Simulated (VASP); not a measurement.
# Na3MgBiO4 (Amm2) in VASP: notebook

Na3MgBiO4 is run at these levels: PBE; tasks: single point.

Everything below comes from runs of VASP 6.6.1. Logs are shortened: lines on timing, memory, paths and dates and some standing lists are left out, and cuts for length are marked.

## (1) The cell of the first run

Symmetry: Amm2, No. 38, orthorhombic system. Conventional cell: a = 3.348 Å, b = 6.556 Å, c = 11.717 Å, α = 90.00°, β = 90.00°, γ = 90.00°. Within 3.4 Å of Na (site symmetry m) lie 6 O at 2.44 to 3.36 Å and 1 Mg at 2.63 Å and 6 Na at 2.88 to 3.35 Å. Na (site symmetry mm2) has 5 O at 2.26 to 2.45 Å and 2 Mg at 2.71 Å and 4 Na at 2.88 Å within 3.0 Å. Within 2.8 Å of Mg (site symmetry mm2) lie 4 O at 1.99 to 2.03 Å and 4 Na at 2.63 to 2.71 Å. Within 2.8 Å of Bi (site symmetry mm2) lie 5 O at 2.15 to 2.46 Å. Within 2.7 Å of O (site symmetry m) lie 1 Mg at 2.03 Å and 3 Na at 2.45 to 2.50 Å and 2 Bi at 2.46 Å. Within 2.6 Å of O (site symmetry mm2) lie 2 Mg at 1.99 Å and 4 Na at 2.53 Å. Within 2.8 Å of O (site symmetry mm2) lie 1 Bi at 2.15 Å and 5 Na at 2.26 to 2.44 Å.

## (2) Single point, PBE

File INCAR:

```
SYSTEM = Na3MgBiO4
ALGO = Normal ; EDIFF = 1E-6
ENCUT = 520 ; GGA = PE
ISIF = 2 ; ISMEAR = 0
LASPH = .TRUE. ; LCHARG = .TRUE.
LELF = .TRUE. ; LREAL = .FALSE.
LVHAR = .TRUE. ; LWAVE = .FALSE.
NBANDS = 41 ; NELM = 100
PREC = Accurate ; SIGMA = 0.01
```

File KPOINTS:

```
k-points
0
G
  6 4 4
  0 0 0
```

File POSCAR:

```
Na3MgBiO4
1.0
    3.3478810000      0.0000000000      0.0000000000
    0.0000000000      3.2778160000      5.8582530000
    0.0000000000     -3.2778160000      5.8582530000
Na Mg Bi O
3 1 1 4
Direct
    0.0000000000      0.0435680000      0.5363680000
    0.5000000000      0.9302330000      0.9302330000
    0.0000000000      0.5363680000      0.0435680000
    0.0000000000      0.1126540000      0.1126540000
    0.5000000000      0.5535980000      0.5535980000
    0.0000000000      0.2426690000      0.7636750000
    0.5000000000      0.2051690000      0.2051690000
    0.0000000000      0.7636750000      0.2426690000
    0.5000000000      0.7370080000      0.7370080000
```

Potentials or basis: VASP PAW PBE potentials, release 64 (Na_pv, Mg, Bi_d, O).

Command:

```
$ cat potpaw_PBE.64/Na_pv/POTCAR potpaw_PBE.64/Mg/POTCAR potpaw_PBE.64/Bi_d/POTCAR potpaw_PBE.64/O/POTCAR > POTCAR
$ mpirun -np 1 vasp_std > vasp.out
```

OUTCAR:

```text
SYSTEM = Na3MgBiO4
   EDIFF = 1E-6
   ENCUT = 520
   GGA = PE
   ISIF = 2
   ISMEAR = 0
   LASPH = .TRUE.
   LREAL = .FALSE.
   NELM = 100
   PREC = Accurate

 ion  position               nearest neighbor table
   1  0.000  0.044  0.536-   4 2.63
   2  0.500  0.930  0.930-   9 2.26   4 2.71   4 2.71
   3  0.000  0.536  0.044-   4 2.63
   4  0.000  0.113  0.113-   7 1.99   7 1.99   8 2.03   6 2.03   1 2.63   3 2.63   2 2.71   2 2.71
                             5 3.74   5 3.74   5 3.74   5 3.74
   5  0.500  0.554  0.554-   9 2.15   8 2.46   6 2.46   6 2.46   8 2.46   4 3.74   4 3.74   4 3.74
                             4 3.74
   6  0.000  0.243  0.764-   4 2.03   5 2.46   5 2.46
   7  0.500  0.205  0.205-   4 1.99   4 1.99
   8  0.000  0.764  0.243-   4 2.03   5 2.46   5 2.46
   9  0.500  0.737  0.737-   5 2.15   2 2.26

  LATTYP: Found a base centered orthorhombic cell.
 ALAT       =     6.5556320000
 B/A-ratio  =     1.7872427861
 C/A-ratio  =     0.5106877567

  Lattice vectors:

 A1 = (   0.0000000000,   3.2778160000,  -5.8582530000)
 A2 = (   0.0000000000,   3.2778160000,   5.8582530000)
 A3 = (   3.3478810000,   0.0000000000,   0.0000000000)

Analysis of symmetry for initial positions (statically):
=====================================================================
 Subroutine PRICEL returns:
 Original cell was already a primitive cell.

 Routine SETGRP: Setting up the symmetry group for a
 base centered orthorhombic supercell.

 Subroutine GETGRP returns: Found  4 space group operations
 (whereof  4 operations were pure point group operations)
 out of a pool of  8 trial point group operations.

The static configuration has the point symmetry C_2v.

Analysis of symmetry for dynamics (positions and initial velocities):
=====================================================================
 Subroutine PRICEL returns:
 Original cell was already a primitive cell.

 Routine SETGRP: Setting up the symmetry group for a
 base centered orthorhombic supercell.

 Subroutine GETGRP returns: Found  4 space group operations
 (whereof  4 operations were pure point group operations)
 out of a pool of  8 trial point group operations.

The dynamic configuration has the point symmetry C_2v.

 Subroutine INISYM returns: Found  4 space group operations
 (whereof  4 operations are pure point group operations),
 and found     1 'primitive' translations

----------------------------------------------------------------------------------------

                                     Primitive cell

  volume of cell :     128.5739

  direct lattice vectors                    reciprocal lattice vectors
     3.347881000  0.000000000  0.000000000     0.298696399  0.000000000  0.000000000
     0.000000000  3.277816000  5.858253000     0.000000000  0.152540594  0.085349677
     0.000000000 -3.277816000  5.858253000     0.000000000 -0.152540594  0.085349677

  length of vectors
     3.347881000  6.712913372  6.712913372     0.298696399  0.174794737  0.174794737

  position of ions in fractional coordinates (direct lattice)
     0.000000000  0.043568000  0.536368000
     0.500000000  0.930233000  0.930233000
     0.000000000  0.536368000  0.043568000
     0.000000000  0.112654000  0.112654000
     0.500000000  0.553598000  0.553598000
     0.000000000  0.242669000  0.763675000
     0.500000000  0.205169000  0.205169000
     0.000000000  0.763675000  0.242669000
     0.500000000  0.737008000  0.737008000

  ion indices of the primitive-cell ions
   primitive index   ion index
                 1           1
                 2           2
                 3           3
                 4           4
                 5           5
                 6           6
                 7           7
                 8           8
                 9           9

----------------------------------------------------------------------------------------

 KPOINTS: k-points

Automatic generation of k-mesh.
 Grid dimensions read from file:
 generate k-points for:    6    4    4

 Generating k-lattice:

  Cartesian coordinates                     Fractional coordinates (reciprocal lattice)
     0.049782733  0.000000000  0.000000000     0.166666667  0.000000000  0.000000000
     0.000000000  0.038135149  0.021337419     0.000000000  0.250000000 -0.000000000
     0.000000000 -0.038135149  0.021337419     0.000000000 -0.000000000  0.250000000

  Length of vectors
     0.049782733  0.043698684  0.043698684

  Shift w.r.t. Gamma in fractional coordinates (k-lattice)
     0.000000000  0.000000000  0.000000000

 Subroutine IBZKPT returns following result:
 ===========================================

 Found     28 irreducible k-points:

 Following reciprocal coordinates:
            Coordinates               Weight
  0.000000  0.000000  0.000000      1.000000
  0.166667  0.000000  0.000000      2.000000
  0.333333  0.000000  0.000000      2.000000
  0.500000  0.000000  0.000000      1.000000
  0.000000  0.250000 -0.000000      4.000000
  0.166667  0.250000 -0.000000      8.000000
[... 16 lines left out ...]
  0.333333 -0.250000  0.250000      4.000000
  0.500000 -0.250000  0.250000      2.000000
 [... further k-points ...]
   k-points           NKPTS =     28   k-points in BZ     NKDIM =     28   number of bands    NBANDS=     41
   number of dos      NEDOS =    301   number of ions     NIONS =      9
   total plane-waves  NPLWV =  70000
   dimension x,y,z NGX =    28 NGY =   50 NGZ =   50
   dimension x,y,z NGXF=    56 NGYF=  100 NGZF=  100
   ions per type =               3   1   1   4
   NGX,Y,Z   is equivalent  to a cutoff of  13.90, 12.38, 12.38 a.u.
   NGXF,Y,Z  is equivalent  to a cutoff of  27.81, 24.77, 24.77 a.u.
 SYSTEM =  Na3MgBiO4
   PREC   = accura    normal or accurate (medium, high low for compatibility)
   ISTART =      0    job   : 0-new  1-cont  2-samecut
   ICHARG =      2    charge: 1-file 2-atom 10-const
   ISPIN  =      1    spin polarized calculation?
   LNONCOLLINEAR =      F non collinear calculations
   LSORBIT =      F    spin-orbit coupling
   LASPH  =      T    aspherical Exc in radial PAW
   ENCUT  =  520.0 eV  38.22 Ry    6.18 a.u.   6.22 12.48 12.48*2*pi/ulx,y,z
   NELM   =    100;   NELMIN=  2; NELMDL= -5     # of ELM steps
   EDIFF  = 0.1E-05   stopping-criterion for ELM
   LREAL  =      F    real-space projection
   EDIFFG = 0.1E-04   stopping-criterion for IOM
   NSW    =      0    number of steps for IOM
   IBRION =     -1    ionic relax: 0-MD 1-quasi-New 2-CG
   NFREE  =      0    steps in history (QN), initial steepest desc. (CG)
   ISIF   =      2    stress and relaxation
   ISYM   =      2    0-nonsym 1-usesym 2-fastsym
   POTIM  = 0.5000    time-step for ionic-motion
   TEBEG  =    0.0;   TEEND  =   0.0 temperature during run
   PSTRESS=    0.0 pullay stress
   NELECT =      62.0000    total number of electrons
   NUPDOWN=      -1.0000    fix difference up-down
   EMIN   =  10.00;   EMAX   =-10.00  energy-range for DOS
   EFERMI =   0.00;   METHOD = LEGACY
   ISMEAR =     0;   SIGMA  =   0.01  broadening in eV -4-tet -1-fermi 0-gaus
   EFERMI_NEDOS =   21; number of points for ismear=-14 and -15
   IALGO  =     38    algorithm
   IMIX   =      4    mixing-type and parameters
     AMIX     =   0.40;   BMIX     =  1.00
     AMIX_MAG =   1.60;   BMIX_MAG =  1.00
  volume/ion in A,a.u.               =      14.29        96.41
  Fermi-wavevector in a.u.,A,eV,Ry     =   1.283772  2.425977 22.423354  1.648070
  Thomas-Fermi vector in A             =   2.416005
   LORBIT       =      0    0 simple, 1 ext, 2 COOP (PROOUT), +10 PAW based schemes
   GGA     = PE    functional components
   LHFCALC =     F    Hartree Fock is set to
   AEXX    =    0.0000 exact exchange contribution
   IVDW    =     0    specifies the selected vdW correction
   LEPSILON=     F    determine dielectric tensor
   LRPA    =     F    only Hartree local field effects (RPA)
 non-spin polarized calculation
 Gauss-broadening in eV      SIGMA  =   0.01
  energy-cutoff  :      520.00
  volume of cell :      128.57
 maximum number of plane-waves:      3488
 NGX is ok and might be reduce to    28
   NGX = 13   NGY = 25   NGZ = 25

 number of electron      62.0000000 magnetization

 Free energy of the ion-electron system (eV)
  ---------------------------------------------------
  ext. energy  EPLUGINS =         0.00000000
  ---------------------------------------------------
  free energy    TOTEN  =       -42.77785535 eV

  energy without entropy =      -42.77785535  energy(sigma->0) =      -42.77785535

 E-fermi :   2.8063     XC(G=0):  -9.5927

 val. band max:        2.7317423157   @ k =   0.1667   0.5000  -0.0000
 cond. band min:       4.9977885095   @ k =   0.5000   0.5000   0.5000
 fundamental gap:      2.2660461938
 Fermi energy:         2.8062569259

 k-point     1 :       0.0000    0.0000    0.0000
  band No.  band energies     occupation
      1     -20.0584      2.00000
      2     -20.0081      2.00000
      3     -19.9896      2.00000
      4     -19.6852      2.00000
      5     -19.6424      2.00000
      6     -19.6300      2.00000
[... 33 lines left out ...]
     40      12.2530      0.00000
     41      12.5386      0.00000

 k-point     2 :       0.1667    0.0000    0.0000
  band No.  band energies     occupation
      1     -20.0535      2.00000
      2     -20.0150      2.00000
      3     -20.0012      2.00000
      4     -19.6783      2.00000
      5     -19.6453      2.00000
      6     -19.6166      2.00000
[... 957 lines left out ...]
     40      11.4542      0.00000
     41      12.0122      0.00000

 k-point    24 :       0.5000   -0.2500    0.2500
  band No.  band energies     occupation
      1     -20.0867      2.00000
      2     -20.0395      2.00000
      3     -19.9803      2.00000
      4     -19.6679      2.00000
      5     -19.6441      2.00000
      6     -19.5859      2.00000
[... 33 lines left out ...]
     40      11.1402      0.00000
     41      11.6174      0.00000

 [... further k-points ...]

------------------------ aborting loop because EDIFF is reached ----------------------------------------

  FORCE on cell =-STRESS in cart. coord.  units (eV):
  Direction    XX          YY          ZZ          XY          YZ          ZX
  --------------------------------------------------------------------------------------
  -------------------------------------------------------------------------------------
  Total        0.1150301      0.0643467     -0.2480219      0.0000000      0.0000000      0.0000000
  in kB        1.4334068      0.8018331     -3.0906360      0.0000000      0.0000000      0.0000000
  external PRESSURE =      -0.2851320 kB  Pullay stress =       0.0000000 kB

 VOLUME and BASIS-vectors are now :
 -----------------------------------------------------------------------------
  energy-cutoff  :      520.00
  volume of cell :      128.57
      direct lattice vectors                 reciprocal lattice vectors
     3.347881000  0.000000000  0.000000000     0.298696399  0.000000000  0.000000000
     0.000000000  3.277816000  5.858253000     0.000000000  0.152540594  0.085349677
     0.000000000 -3.277816000  5.858253000     0.000000000 -0.152540594  0.085349677

 POSITION                                       TOTAL-FORCE (eV/Angst)
 -----------------------------------------------------------------------------------
      0.00000     -1.61531      3.39741         0.000000      0.002300      0.020440
      1.67394      0.00000     10.89908         0.000000     -0.000000      0.028082
      0.00000      1.61531      3.39741         0.000000     -0.002300      0.020440
      0.00000      0.00000      1.31991         0.000000     -0.000000      0.000317
      1.67394      0.00000      6.48623         0.000000     -0.000000      0.135888
      0.00000     -1.70776      5.89542         0.000000     -0.061441      0.010749
      1.67394      0.00000      2.40386         0.000000     -0.000000     -0.093799
      0.00000      1.70776      5.89542         0.000000      0.061441      0.010749
      1.67394      0.00000      8.63516         0.000000     -0.000000     -0.132866
 -----------------------------------------------------------------------------------
    total drift:                                0.000000      0.000000      0.000694

  FREE ENERGIE OF THE ION-ELECTRON SYSTEM (eV)
  ---------------------------------------------------
  free  energy   TOTEN  =       -42.7778553538 eV

  energy  without entropy=      -42.7778553538  energy(sigma->0) =      -42.77785535
```

It took 3 min on 1 thread of Intel Xeon Platinum 8259CL at 2.50GHz (Skylake/Cascade Lake), shared host; peak memory 0.33 GiB.

Results:

```yaml
Free_energy: -42.7779 eV
Pressure: 0.0 GPa
Largest_force: 0.136 eV/Å
Band_gap_on_the_k_mesh: 2.27 eV (least direct gap 2.47 eV)
```

Forces in eV/Å, atoms in the order of the input:
```
Na   0.000  0.002  0.020
Na   0.000  0.000  0.028
Na   0.000 -0.002  0.020
Mg   0.000  0.000  0.000
Bi   0.000  0.000  0.136
O    0.000 -0.061  0.011
O    0.000  0.000 -0.094
O    0.000  0.061  0.011
O    0.000  0.000 -0.133
```

Stress tensor (GPa, compression positive):
```
 0.14  0.00  0.00
 0.00  0.08  0.00
 0.00  0.00 -0.31
```

Levels at points of the mesh, in eV from the valence-band top:
```csv
k point,band 28,band 29,band 30,band 31,band 32,band 33,band 34,band 35
"(0.00, 0.00, 0.00)",-0.96,-0.86,-0.73,-0.28,3.23,3.23,3.79,6.66
"(0.50, 0.00, 0.00)",-1.47,-1.34,-0.21,-0.15,2.60,4.46,5.41,6.60
"(0.00, 0.50, 0.00)",-0.93,-0.78,-0.74,-0.17,2.48,3.56,5.22,6.61
"(0.50, 0.50, 0.00)",-1.32,-0.89,-0.76,-0.22,3.07,4.15,5.21,7.04
"(0.00, 0.50, 0.50)",-0.97,-0.75,-0.61,-0.29,3.06,3.63,5.52,6.24
"(0.50, 0.50, 0.50)",-1.46,-1.27,-0.43,-0.21,2.27,3.61,5.33,6.92
```

Caveat: spin-orbit coupling is left out, which moves the levels of the heavy elements. A k mesh can miss the band edges.

## (3) Single point, PBE

File INCAR:

```
PREC = Accurate
ENCUT = 520
EDIFF = 1E-7
ISMEAR = 0
SIGMA = 0.01
LREAL = F
LASPH = T
NELM = 80
ALGO = Normal
ISIF = 2
LWAVE = F
LCHARG = T
GGA = PE
LELF = T
LVHAR = T
NBANDS = 41
```

File KPOINTS:

```
regular mesh
0
Gamma
  6 4 4
```

File POSCAR:

```
Na3MgBiO4
1.0
    3.3541404328      0.0000000000      0.0000000000
    0.0000000000      3.2780134469      5.8586058856
    0.0000000000     -3.2780134469      5.8586058856
Na Mg Bi O
3 1 1 4
Direct
    0.0000000000      0.0449437026      0.5362491726
    0.5000000000      0.9306620320      0.9306620320
    0.0000000000      0.5362491726      0.0449437026
    0.0000000000      0.1122613253      0.1122613253
    0.5000000000      0.5544191934      0.5544191934
    0.0000000000      0.2421677264      0.7638663049
    0.5000000000      0.2038882341      0.2038882341
    0.0000000000      0.7638663049      0.2421677264
    0.5000000000      0.7364843087      0.7364843087
```

Potentials or basis: VASP PAW PBE potentials, release 64 (Na_pv, Mg, Bi_d, O).

Command:

```
$ cat potpaw_PBE.64/Na_pv/POTCAR potpaw_PBE.64/Mg/POTCAR potpaw_PBE.64/Bi_d/POTCAR potpaw_PBE.64/O/POTCAR > POTCAR
$ mpirun -np 1 vasp_std > vasp.out
```

Wall time 2.8 min (1 thread of Intel Xeon Platinum 8259CL at 2.50GHz (Skylake/Cascade Lake), shared host); peak memory 0.34 GiB.

The run converged. Its results:

```yaml
Free_energy: -42.7801 eV
Pressure: 0.0 GPa
Largest_force: 0.047 eV/Å
Band_gap_on_the_k_mesh: 2.25 eV (least direct gap 2.47 eV)
```

Forces on the atoms (eV/Å):
```
Na   0.000 -0.001  0.004
Na   0.000  0.000  0.005
Na   0.000  0.001  0.004
Mg   0.000  0.000 -0.001
Bi   0.000  0.000 -0.047
O    0.000 -0.016  0.004
O    0.000  0.000 -0.019
O    0.000  0.016  0.004
O    0.000  0.000  0.046
```

Levels at points of the mesh, in eV from the valence-band top:
| k point | band 29 | band 30 | band 31 | band 32 | band 33 | band 34 |
| --- | --- | --- | --- | --- | --- | --- |
| (0.00, 0.00, 0.00) | -0.86 | -0.78 | -0.30 | 3.23 | 3.26 | 3.77 |
| (0.50, 0.00, 0.00) | -1.34 | -0.22 | -0.15 | 2.59 | 4.51 | 5.37 |
| (0.00, 0.50, 0.00) | -0.79 | -0.77 | -0.16 | 2.48 | 3.57 | 5.18 |
| (0.50, 0.50, 0.00) | -0.89 | -0.77 | -0.23 | 3.06 | 4.19 | 5.17 |
| (0.00, 0.50, 0.50) | -0.81 | -0.62 | -0.30 | 3.07 | 3.63 | 5.52 |
| (0.50, 0.50, 0.50) | -1.28 | -0.43 | -0.22 | 2.25 | 3.64 | 5.30 |

Caveat: spin-orbit coupling is left out, which moves the levels of the heavy elements. A k mesh can miss the band edges.

## (4) Single point, PBE

File INCAR:

```
SYSTEM = Na3MgBiO4
ALGO     = Normal         ! electronic algorithm
EDIFF    = 1E-7           ! SCF threshold, eV
ENCUT    = 520            ! plane-wave cutoff, eV
GGA      = PE             ! functional
ISIF     = 2              ! what is computed and relaxed
ISMEAR   = 0              ! smearing method
LASPH    = .True.         ! aspherical terms in the spheres
LCHARG   = .True.         ! write CHGCAR
LELF     = .True.         ! ELF
LREAL    = .False.        ! projectors in reciprocal space
LVHAR    = .True.       
LWAVE    = .False.        ! write WAVECAR
NBANDS   = 41             ! bands
NELM     = 80             ! most SCF steps
PREC     = Accurate       ! precision mode
SIGMA    = 0.01           ! smearing width, eV
```

File KPOINTS:

```
k-points
0
Gamma
  6 4 4
  0 0 0
```

File POSCAR:

```
Na3MgBiO4
1.0
    3.3541404491      0.0000000000      0.0000000000
    0.0000000000      3.2780134410      5.8586058751
    0.0000000000     -3.2780134410      5.8586058751
Na Mg Bi O
3 1 1 4
Direct
    0.0000000000      0.0449437053      0.5362491750
    0.5000000000      0.9306620312      0.9306620312
    0.0000000000      0.5362491750      0.0449437053
    0.0000000000      0.1122613257      0.1122613257
    0.5000000000      0.5544191918      0.5544191918
    0.0000000000      0.2421677241      0.7638663056
    0.5000000000      0.2038882348      0.2038882348
    0.0000000000      0.7638663056      0.2421677241
    0.5000000000      0.7364843065      0.7364843065
```

Command:

```
$ cat potpaw_PBE.64/Na_pv/POTCAR potpaw_PBE.64/Mg/POTCAR potpaw_PBE.64/Bi_d/POTCAR potpaw_PBE.64/O/POTCAR > POTCAR
$ mpirun -np 1 vasp_std > vasp.out
```

It took 2.8 min on 1 thread of Intel Xeon Platinum 8259CL at 2.50GHz (Skylake/Cascade Lake), shared host; peak memory 0.34 GiB.

Results (log left out):

- Free energy: -42.7801 eV
- Pressure: 0.0 GPa
- Largest force: 0.047 eV/Å
- Band gap on the k mesh: 2.25 eV (least direct gap 2.47 eV)

Forces in eV/Å, atoms in the order of the input:
```
Na   0.000 -0.001  0.004
Na   0.000  0.000  0.005
Na   0.000  0.001  0.004
Mg   0.000  0.000 -0.001
Bi   0.000  0.000 -0.047
O    0.000 -0.016  0.004
O    0.000  0.000 -0.019
O    0.000  0.016  0.004
O    0.000  0.000  0.046
```

Levels at points of the mesh, in eV from the valence-band top:
| k point | band 28 | band 29 | band 30 | band 31 | band 32 | band 33 | band 34 | band 35 |
| --- | --- | --- | --- | --- | --- | --- | --- | --- |
| (0.00, 0.00, 0.00) | -0.98 | -0.86 | -0.78 | -0.30 | 3.23 | 3.26 | 3.77 | 6.62 |
| (0.50, 0.00, 0.00) | -1.45 | -1.34 | -0.22 | -0.15 | 2.59 | 4.51 | 5.37 | 6.60 |
| (0.00, 0.50, 0.00) | -0.94 | -0.79 | -0.77 | -0.16 | 2.48 | 3.57 | 5.18 | 6.59 |
| (0.50, 0.50, 0.00) | -1.36 | -0.89 | -0.77 | -0.23 | 3.06 | 4.19 | 5.17 | 7.01 |
| (0.00, 0.50, 0.50) | -0.99 | -0.81 | -0.62 | -0.30 | 3.07 | 3.63 | 5.52 | 6.25 |
| (0.50, 0.50, 0.50) | -1.45 | -1.28 | -0.43 | -0.22 | 2.25 | 3.64 | 5.30 | 6.89 |

Caveat: spin-orbit coupling is left out, which moves the levels of the heavy elements.
